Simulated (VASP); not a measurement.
# BaO (Fm-3m) in VASP: single point with LDA

Aim: the single point of BaO with LDA.

Program: VASP 6.6.1. These are calculated values, not measurements. Logs are shortened: lines on timing, memory, paths and dates and some standing lists are left out, and cuts for length are marked.

### 1 The cell of the first run

Symmetry: Fm-3m, No. 225, cubic system. Conventional cell: a = 5.500 Å, b = 5.500 Å, c = 5.500 Å, α = 90.00°, β = 90.00°, γ = 90.00°. Within 3.6 Å of Ba (site symmetry m-3m) lie 6 O at 2.75 Å. O (site symmetry m-3m) has 6 Ba at 2.75 Å within 3.6 Å.

### 2 Single point, LDA

File INCAR:

```
SYSTEM = BaO
PREC = Accurate
ENCUT = 600
EDIFF = 1E-6
ISMEAR = 0
SIGMA = 0.01
LREAL = .FALSE.
LASPH = .TRUE.
NELM = 120
ALGO = Normal
ISIF = 2
LWAVE = .FALSE.
LCHARG = .TRUE.
LELF = .TRUE.
LVHAR = .TRUE.
NBANDS = 15
GGA_COMPAT = .FALSE.
```

File KPOINTS:

```
Automatic mesh
0
G
  5 5 5
  0 0 0
```

File POSCAR:

```
BaO
1.0
    0.0000000000      2.7500000000      2.7500000000
    2.7500000000      0.0000000000      2.7500000000
    2.7500000000      2.7500000000      0.0000000000
Ba O
1 1
Direct
    0.0000000000      0.0000000000      0.0000000000
    0.5000000000      0.5000000000      0.5000000000
```

Potentials or basis: VASP PAW LDA potentials, release 64 (Ba_sv, O).

On the command line:

```sh
$ cat potpaw_LDA.64/Ba_sv/POTCAR potpaw_LDA.64/O/POTCAR > POTCAR
$ mpirun -np 1 vasp_std > vasp.out
```

OUTCAR:

```text
SYSTEM = BaO
   PREC = Accurate
   ENCUT = 600
   EDIFF = 1E-6
   ISMEAR = 0
   LREAL = .FALSE.
   LASPH = .TRUE.
   NELM = 120
   ISIF = 2

 ion  position               nearest neighbor table
   1  0.000  0.000  0.000-   2 2.75   2 2.75   2 2.75   2 2.75   2 2.75   2 2.75
   2  0.500  0.500  0.500-   1 2.75   1 2.75   1 2.75   1 2.75   1 2.75   1 2.75

  LATTYP: Found a face centered cubic cell.
 ALAT       =     5.5000000000

  Lattice vectors:

 A1 = (   0.0000000000,   2.7500000000,   2.7500000000)
 A2 = (   2.7500000000,   0.0000000000,   2.7500000000)
 A3 = (   2.7500000000,   2.7500000000,   0.0000000000)

Analysis of symmetry for initial positions (statically):
=====================================================================
 Subroutine PRICEL returns:
 Original cell was already a primitive cell.

 Routine SETGRP: Setting up the symmetry group for a
 face centered cubic supercell.

 Subroutine GETGRP returns: Found 48 space group operations
 (whereof 48 operations were pure point group operations)
 out of a pool of 48 trial point group operations.

The static configuration has the point symmetry O_h .

Analysis of symmetry for dynamics (positions and initial velocities):
=====================================================================
 Subroutine PRICEL returns:
 Original cell was already a primitive cell.

 Routine SETGRP: Setting up the symmetry group for a
 face centered cubic supercell.

 Subroutine GETGRP returns: Found 48 space group operations
 (whereof 48 operations were pure point group operations)
 out of a pool of 48 trial point group operations.

The dynamic configuration has the point symmetry O_h .

 Subroutine INISYM returns: Found 48 space group operations
 (whereof 48 operations are pure point group operations),
 and found     1 'primitive' translations

----------------------------------------------------------------------------------------

                                     Primitive cell

  volume of cell :      41.5938

  direct lattice vectors                    reciprocal lattice vectors
     0.000000000  2.750000000  2.750000000    -0.181818182  0.181818182  0.181818182
     2.750000000  0.000000000  2.750000000     0.181818182 -0.181818182  0.181818182
     2.750000000  2.750000000  0.000000000     0.181818182  0.181818182 -0.181818182

  length of vectors
     3.889087297  3.889087297  3.889087297     0.314918329  0.314918329  0.314918329

  position of ions in fractional coordinates (direct lattice)
     0.000000000  0.000000000  0.000000000
     0.500000000  0.500000000  0.500000000

  ion indices of the primitive-cell ions
   primitive index   ion index
                 1           1
                 2           2

----------------------------------------------------------------------------------------

 KPOINTS: Automatic mesh

Automatic generation of k-mesh.
 Grid dimensions read from file:
 generate k-points for:    5    5    5

 Generating k-lattice:

  Cartesian coordinates                     Fractional coordinates (reciprocal lattice)
    -0.036363636  0.036363636  0.036363636     0.200000000  0.000000000  0.000000000
     0.036363636 -0.036363636  0.036363636     0.000000000  0.200000000  0.000000000
     0.036363636  0.036363636 -0.036363636     0.000000000  0.000000000  0.200000000

  Length of vectors
     0.062983666  0.062983666  0.062983666

  Shift w.r.t. Gamma in fractional coordinates (k-lattice)
     0.000000000  0.000000000  0.000000000

 Subroutine IBZKPT returns following result:
 ===========================================

 Found     10 irreducible k-points:

 Following reciprocal coordinates:
            Coordinates               Weight
  0.000000  0.000000  0.000000      1.000000
  0.200000  0.000000  0.000000      8.000000
  0.400000  0.000000  0.000000      8.000000
  0.200000  0.200000  0.000000      6.000000
  0.400000  0.200000  0.000000     24.000000
 -0.400000  0.200000  0.000000     24.000000
 -0.200000  0.200000  0.000000     12.000000
  0.400000  0.400000  0.000000      6.000000
 -0.400000  0.400000  0.000000     12.000000
 -0.400000  0.400000  0.200000     24.000000
   k-points           NKPTS =     10   k-points in BZ     NKDIM =     10   number of bands    NBANDS=     15
   number of dos      NEDOS =    301   number of ions     NIONS =      2
   total plane-waves  NPLWV =  32768
   dimension x,y,z NGX =    32 NGY =   32 NGZ =   32
   dimension x,y,z NGXF=    64 NGYF=   64 NGZF=   64
   ions per type =               1   1
   NGX,Y,Z   is equivalent  to a cutoff of  13.68, 13.68, 13.68 a.u.
   NGXF,Y,Z  is equivalent  to a cutoff of  27.36, 27.36, 27.36 a.u.
 SYSTEM =  BaO
   PREC   = accura    normal or accurate (medium, high low for compatibility)
   ISTART =      0    job   : 0-new  1-cont  2-samecut
   ICHARG =      2    charge: 1-file 2-atom 10-const
   ISPIN  =      1    spin polarized calculation?
   LNONCOLLINEAR =      F non collinear calculations
   LSORBIT =      F    spin-orbit coupling
   LASPH  =      T    aspherical Exc in radial PAW
   ENCUT  =  600.0 eV  44.10 Ry    6.64 a.u.   7.77  7.77  7.77*2*pi/ulx,y,z
   NELM   =    120;   NELMIN=  2; NELMDL= -5     # of ELM steps
   EDIFF  = 0.1E-05   stopping-criterion for ELM
   LREAL  =      F    real-space projection
   EDIFFG = 0.1E-04   stopping-criterion for IOM
   NSW    =      0    number of steps for IOM
   IBRION =     -1    ionic relax: 0-MD 1-quasi-New 2-CG
   NFREE  =      0    steps in history (QN), initial steepest desc. (CG)
   ISIF   =      2    stress and relaxation
   ISYM   =      2    0-nonsym 1-usesym 2-fastsym
   POTIM  = 0.5000    time-step for ionic-motion
   TEBEG  =    0.0;   TEEND  =   0.0 temperature during run
   PSTRESS=    0.0 pullay stress
   NELECT =      16.0000    total number of electrons
   NUPDOWN=      -1.0000    fix difference up-down
   EMIN   =  10.00;   EMAX   =-10.00  energy-range for DOS
   EFERMI =   0.00;   METHOD = LEGACY
   ISMEAR =     0;   SIGMA  =   0.01  broadening in eV -4-tet -1-fermi 0-gaus
   EFERMI_NEDOS =   21; number of points for ismear=-14 and -15
   IALGO  =     38    algorithm
   IMIX   =      4    mixing-type and parameters
     AMIX     =   0.40;   BMIX     =  1.00
     AMIX_MAG =   1.60;   BMIX_MAG =  1.00
  volume/ion in A,a.u.               =      20.80       140.34
  Fermi-wavevector in a.u.,A,eV,Ry     =   1.190617  2.249940 19.287200  1.417569
  Thomas-Fermi vector in A             =   2.326698
   LORBIT       =      0    0 simple, 1 ext, 2 COOP (PROOUT), +10 PAW based schemes
   GGA     = CA    functional components
   LHFCALC =     F    Hartree Fock is set to
   AEXX    =    0.0000 exact exchange contribution
   IVDW    =     0    specifies the selected vdW correction
   LEPSILON=     F    determine dielectric tensor
   LRPA    =     F    only Hartree local field effects (RPA)
 non-spin polarized calculation
 Gauss-broadening in eV      SIGMA  =   0.01
  energy-cutoff  :      600.00
  volume of cell :       41.59
 maximum number of plane-waves:      1411
   NGX = 15   NGY = 15   NGZ = 15

 number of electron      15.9999997 magnetization

 Free energy of the ion-electron system (eV)
  ---------------------------------------------------
  ext. energy  EPLUGINS =         0.00000000
  ---------------------------------------------------
  free energy    TOTEN  =       -13.11090377 eV

  energy without entropy =      -13.11090377  energy(sigma->0) =      -13.11090377

 E-fermi :   1.6419     XC(G=0): -10.1655

 val. band max:        1.5834094707   @ k =  -0.4000   0.4000   0.0000
 cond. band min:       3.6062264166   @ k =   0.4000   0.4000   0.0000
 fundamental gap:      2.0228169460
 Fermi energy:         1.6418502134

 k-point     1 :       0.0000    0.0000    0.0000
  band No.  band energies     occupation
      1     -24.0685      2.00000
      2     -13.0694      2.00000
      3      -8.5376      2.00000
      4      -8.5376      2.00000
      5      -8.5376      2.00000
      6       1.2681      2.00000
      7       1.2681      2.00000
      8       1.2681      2.00000
      9       5.1007      0.00000
     10       6.2732      0.00000
     11       6.2732      0.00000
     12       6.2732      0.00000
     13       8.6422      0.00000
     14       8.6422      0.00000
     15      11.3770      0.00000

 k-point     2 :       0.2000    0.0000    0.0000
  band No.  band energies     occupation
      1     -23.9717      2.00000
      2     -13.3618      2.00000
      3      -8.6100      2.00000
      4      -8.5836      2.00000
      5      -8.5836      2.00000
      6       0.5126      2.00000
      7       0.7934      2.00000
      8       0.7934      2.00000
      9       5.9877      0.00000
     10       6.7210      0.00000
     11       7.0174      0.00000
     12       7.0174      0.00000
     13       9.6308      0.00000
     14       9.6308      0.00000
     15      13.6580      0.00000

 k-point     3 :       0.4000    0.0000    0.0000
  band No.  band energies     occupation
      1     -23.8070      2.00000
      2     -13.8339      2.00000
      3      -8.7119      2.00000
      4      -8.6547      2.00000
      5      -8.6547      2.00000
      6      -0.3533      2.00000
      7       0.1664      2.00000
      8       0.1664      2.00000
      9       6.3878      0.00000
     10       8.5537      0.00000
     11       8.5537      0.00000
     12       9.2753      0.00000
     13      11.6670      0.00000
     14      11.6670      0.00000
     15      15.6241      0.00000

 k-point     4 :       0.2000    0.2000    0.0000
  band No.  band energies     occupation
      1     -23.9415      2.00000
      2     -13.3472      2.00000
      3      -8.7715      2.00000
      4      -8.7715      2.00000
      5      -8.6028      2.00000
      6       0.1917      2.00000
      7       1.2540      2.00000
      8       1.2540      2.00000
      9       4.8957      0.00000
     10       6.4246      0.00000
     11       7.8541      0.00000
     12       7.8541      0.00000
     13       9.2014      0.00000
     14      10.2717      0.00000
     15      14.2589      0.00000

 k-point     5 :       0.4000    0.2000    0.0000
  band No.  band energies     occupation
      1     -23.8020      2.00000
      2     -13.5977      2.00000
      3      -9.0514      2.00000
      4      -8.9013      2.00000
      5      -8.8859      2.00000
      6       0.3087      2.00000
      7       0.7153      2.00000
      8       0.8752      2.00000
      9       5.0283      0.00000
     10       7.7696      0.00000
     11       9.1427      0.00000
     12       9.2076      0.00000
     13      10.8655      0.00000
     14      11.4681      0.00000
     15      15.8182      0.00000

 k-point     6 :      -0.4000    0.2000    0.0000
  band No.  band energies     occupation
      1     -23.7448      2.00000
      2     -13.7530      2.00000
      3      -9.3245      2.00000
      4      -8.8174      2.00000
      5      -8.7781      2.00000
      6      -0.0066      2.00000
      7       0.3122      2.00000
      8       0.8701      2.00000
      9       6.4887      0.00000
     10       7.3449      0.00000
     11       9.1462      0.00000
     12       9.6830      0.00000
     13      11.8418      0.00000
     14      13.2741      0.00000
     15      14.1762      0.00000

 k-point     7 :      -0.2000    0.2000    0.0000
  band No.  band energies     occupation
      1     -23.8532      2.00000
      2     -13.6007      2.00000
      3      -9.0624      2.00000
      4      -8.6313      2.00000
      5      -8.5875      2.00000
      6      -0.0446      2.00000
      7       0.2490      2.00000
      8       1.2003      2.00000
      9       5.9500      0.00000
     10       7.3309      0.00000
     11       7.6046      0.00000
     12       8.6366      0.00000
     13      10.9365      0.00000
     14      11.1887      0.00000
     15      15.8178      0.00000

 k-point     8 :       0.4000    0.4000    0.0000
  band No.  band energies     occupation
      1     -23.7358      2.00000
      2     -13.3489      2.00000
      3      -9.8415      2.00000
      4      -9.1254      2.00000
      5      -9.1254      2.00000
      6       1.2433      2.00000
      7       1.4381      2.00000
      8       1.4381      2.00000
      9       3.6062      0.00000
     10       7.7015      0.00000
     11      10.4197      0.00000
     12      10.7378      0.00000
     13      10.9127      0.00000
     14      10.9127      0.00000
     15      16.2615      0.00000

 k-point     9 :      -0.4000    0.4000    0.0000
  band No.  band energies     occupation
      1     -23.7001      2.00000
      2     -13.4400      2.00000
      3     -10.0095      2.00000
      4      -9.0805      2.00000
      5      -9.0659      2.00000
      6       0.8951      2.00000
      7       1.0549      2.00000
      8       1.5834      2.00000
      9       4.4455      0.00000
     10       8.4734      0.00000
     11       8.7172      0.00000
     12      10.7890      0.00000
     13      11.1622      0.00000
     14      13.6463      0.00000
     15      14.2606      0.00000

 k-point    10 :      -0.4000    0.4000    0.2000
  band No.  band energies     occupation
      1     -23.7174      2.00000
      2     -13.5589      2.00000
      3      -9.5683      2.00000
      4      -9.4907      2.00000
      5      -8.6427      2.00000
      6       0.2665      2.00000
      7       1.0565      2.00000
      8       1.3732      2.00000
      9       5.4291      0.00000
     10       7.2849      0.00000
     11       8.8014      0.00000
     12      10.6684      0.00000
     13      11.3999      0.00000
     14      13.4239      0.00000
     15      14.5799      0.00000

------------------------ aborting loop because EDIFF is reached ----------------------------------------

  FORCE on cell =-STRESS in cart. coord.  units (eV):
  Direction    XX          YY          ZZ          XY          YZ          ZX
  --------------------------------------------------------------------------------------
  -------------------------------------------------------------------------------------
  Total       -0.2531429     -0.2531429     -0.2531429     -0.0000000      0.0000000      0.0000000
  in kB       -9.7509811     -9.7509811     -9.7509811     -0.0000000      0.0000000      0.0000000
  external PRESSURE =      -9.7509811 kB  Pullay stress =       0.0000000 kB

 VOLUME and BASIS-vectors are now :
 -----------------------------------------------------------------------------
  energy-cutoff  :      600.00
  volume of cell :       41.59
      direct lattice vectors                 reciprocal lattice vectors
     0.000000000  2.750000000  2.750000000    -0.181818182  0.181818182  0.181818182
     2.750000000  0.000000000  2.750000000     0.181818182 -0.181818182  0.181818182
     2.750000000  2.750000000  0.000000000     0.181818182  0.181818182 -0.181818182

 POSITION                                       TOTAL-FORCE (eV/Angst)
 -----------------------------------------------------------------------------------
      0.00000      0.00000      0.00000        -0.000000     -0.000000     -0.000000
      2.75000      2.75000      2.75000         0.000000      0.000000      0.000000
 -----------------------------------------------------------------------------------
    total drift:                                0.000000     -0.000000      0.000000

  FREE ENERGIE OF THE ION-ELECTRON SYSTEM (eV)
  ---------------------------------------------------
  free  energy   TOTEN  =       -13.1109037656 eV

  energy  without entropy=      -13.1109037656  energy(sigma->0) =      -13.11090377
```

Wall time 4.7 s (1 thread of Intel Xeon 6975P-C (Granite Rapids), shared host); peak memory 0.15 GiB.

What came out:

```yaml
Free_energy: -13.1109 eV
Pressure: -1.0 GPa
Band_gap_on_the_k_mesh: 2.02 eV, indirect (least direct gap 2.17 eV)
```

Caveat: spin-orbit coupling is left out, which moves the levels of the heavy elements. LDA gaps usually lie below the measured ones, often by a third to a half.
